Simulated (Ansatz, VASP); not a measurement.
# Two plane-wave programs on Cd3F

File INCAR:

```
  PREC = Accurate
  ENCUT = 600
  EDIFF = 1E-6
  ISMEAR = 0
  SIGMA = 0.1
  LREAL = False
  LASPH = True
  NELM = 80
  ALGO = Fast
  ISIF = 3
  LWAVE = False
  LCHARG = False
  GGA = PE
  IBRION = 2
  NSW = 100
  EDIFFG = -0.01
```

KPOINTS

```
Automatic mesh
0
Gamma
  10 10 10
```

POSCAR

```
Cd3F
1.0
    4.5246937700      0.0000000000      0.0000000000
    0.0000000000      4.5246937700      0.0000000000
    0.0000000000      0.0000000000      4.5246937700
Cd F
3 1
Direct
    0.0000000000      0.5000000000      0.5000000000
    0.5000000000      0.0000000000      0.5000000000
    0.5000000000      0.5000000000      0.0000000000
    0.0000000000      0.0000000000      0.0000000000
```

Input for Ansatz:

```yaml
crystal:
  lattice:
    - [4.52469377, 0.0, 0.0]
    - [0.0, 4.52469377, 0.0]
    - [0.0, 0.0, 4.52469377]
  atoms:
    - { symbol: Cd, position: [0.0, 0.5, 0.5] }
    - { symbol: Cd, position: [0.5, 0.0, 0.5] }
    - { symbol: Cd, position: [0.5, 0.5, 0.0] }
    - { symbol: F, position: [0.0, 0.0, 0.0] }
basis:
  ecutwfc: 420
kpoints:
  mp_grid: { grid: [10, 10, 10] }
hamiltonian:
  xc: pbe
scf:
  occupations: { method: gaussian, width: 0.1 }
output:
  forces: true
  stress: true
  eigenvalues: true
  write_density: true
  write_potential: true
  elf: true
  volumetric_format: npy
relax:
  adjacent_minimum: "off"
  f_tol: 0.01
  max_steps: 80
  cell: { stress_tol: 0.05 }
```

Change from the starting cell: species swapped into the Tm3In type (Pm-3m, No. 221).

Alike in both runs: task relaxation of cell and atoms; functional PBE; k mesh 10 × 10 × 10; occupations gaussian, width 0.1 eV; no spin polarisation.

|  | VASP | Ansatz |
| --- | --- | --- |
| version | VASP 6.6.1 | Ansatz 0.2.0 |
| potentials or method | VASP PAW PBE potentials, release 64 (Cd, F), cutoff 600 eV | scalar-relativistic, plane waves, PAW |
| valence electrons in the cell | 43 | 67 |

Ansatz gave:

| Quantity | Value |
| --- | --- |
| gap on the k mesh at the Fermi level, each at its own relaxed structure (eV) | none |
| relaxed volume (Å³/atom) | 20.82 |
| relaxed length of the cell vector where the two differ most in proportion (Å) | 4.367 |

**Question.** Estimate VASP's values.

**Answer.** gap on the k mesh at the Fermi level, each at its own relaxed structure (eV): none; relaxed volume (Å³/atom): 20.83; relaxed length of the cell vector where the two differ most in proportion (Å): 4.368.

A gap of «none» marks a metal or a gap that the smearing closes. VASP's potentials hold 43 valence electrons a cell and Ansatz's 67, so a difference there can come from the potentials and not from the codes.
